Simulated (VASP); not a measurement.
Write the native input for VASP 6.6.1 that does the following.

* Task: single point
* Functional: PBE
* Potentials or basis: VASP PAW PBE potentials, release 64 (Rb_sv, Br)
* Cutoff: 520 eV
* k mesh: 6 × 6 × 6
* Occupations: gaussian, width 0.01 eV
* Spin: no spin polarisation
* Dipole correction: no
* Further INCAR settings: ALGO = Normal; EDIFF = 1e-07; NBANDS = 15

The structure of RbBr lies in POSCAR:

```
RbBr
1.0
    0.0000000000      3.5086792297      3.5086792297
    3.5086792297      0.0000000000      3.5086792297
    3.5086792297      3.5086792297      0.0000000000
Rb Br
1 1
Direct
    0.0000000000      0.0000000000      0.0000000000
    0.5000000000      0.5000000000      0.5000000000
```

These files were run (other wordings do the same):

INCAR

```
PREC     = Accurate       # precision mode
ENCUT    = 520            # plane-wave cutoff, eV
EDIFF    = 1E-7           # SCF threshold, eV
ISMEAR   = 0              # smearing method
SIGMA    = 0.01           # smearing width, eV
LREAL    = F              # projectors in reciprocal space
LASPH    = T              # aspherical terms in the spheres
NELM     = 80             # most SCF steps
ALGO     = Normal         # electronic algorithm
ISIF     = 2              # what is computed and relaxed
LWAVE    = F              # write WAVECAR
LCHARG   = F              # write CHGCAR
GGA      = PE             # functional
NBANDS   = 15             # bands
```

KPOINTS

```
Automatic mesh
0
Gamma
  6 6 6
```

Potentials or basis: VASP PAW PBE potentials, release 64 (Rb_sv, Br).

Launch:

```bash
$ cat potpaw_PBE.64/Rb_sv/POTCAR potpaw_PBE.64/Br/POTCAR > POTCAR
$ mpirun -np 1 vasp_std > vasp.out
```

Results of the run:

```json
{
 "Pressure": "0.0 GPa",
 "Band gap on the k mesh": "4.19 eV, direct"
}
```

Run time: 26 s on 1 thread of AMD EPYC 7R43 64-Core Processor (Zen 3), on a shared host, peak memory 0.2 GiB.
